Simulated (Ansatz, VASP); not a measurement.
# CrCuO2 in VASP and in Ansatz

```
CELL_PARAMETERS angstrom
1.48670 0.85835 5.70000
-1.48670 0.85835 5.70000
0.00000 -1.71669 5.70000
ATOMIC_POSITIONS crystal
Cr 0.50000 0.50000 0.50000
Cu 0.00000 0.00000 0.00000
O 0.10792 0.10792 0.10792
O 0.89208 0.89208 0.89208
```

Alike in both runs: task relaxation of cell and atoms; functional PBE; k mesh 6 × 6 × 6; occupations gaussian, width 0.1 eV; collinear spin; Hubbard terms Cr d U = 3.7 eV, Cu d U = 4.0 eV.

|  | VASP | Ansatz |
| --- | --- | --- |
| version | VASP 6.6.1 | Ansatz 0.2.0 |
| potentials or method | VASP PAW PBE potentials, release 64 (Cr_pv, Cu, O), cutoff 600 eV | scalar-relativistic, plane waves, PAW |
| valence electrons in the cell | 35 | 45 |

VASP gave:

```
gap on the k mesh at the Fermi level, each at its own relaxed structure (eV) : 1.89
net moment per atom (μB)                                                     : 0.75
size of the moment on the site where the two differ most (μB)                : 2.98
relaxed volume (Å³/atom)                                                     : 11.53
relaxed length of the cell vector where the two differ most in proportion (Å)              : 5.982
```

What did Ansatz give for the same quantities?

gap on the k mesh at the Fermi level, each at its own relaxed structure (eV): 2.02; net moment per atom (μB): 0.75; size of the moment on the site where the two differ most (μB): 2.53; relaxed volume (Å³/atom): 11.45; relaxed length of the cell vector where the two differ most in proportion (Å): 6.009.

Site moments also hang on the region over which each program counts them. The programs project onto different local orbitals, so the same U acts differently, and such runs can settle in different states. VASP's potentials hold 35 valence electrons a cell and Ansatz's 45, so a difference there can come from the potentials and not from the codes.
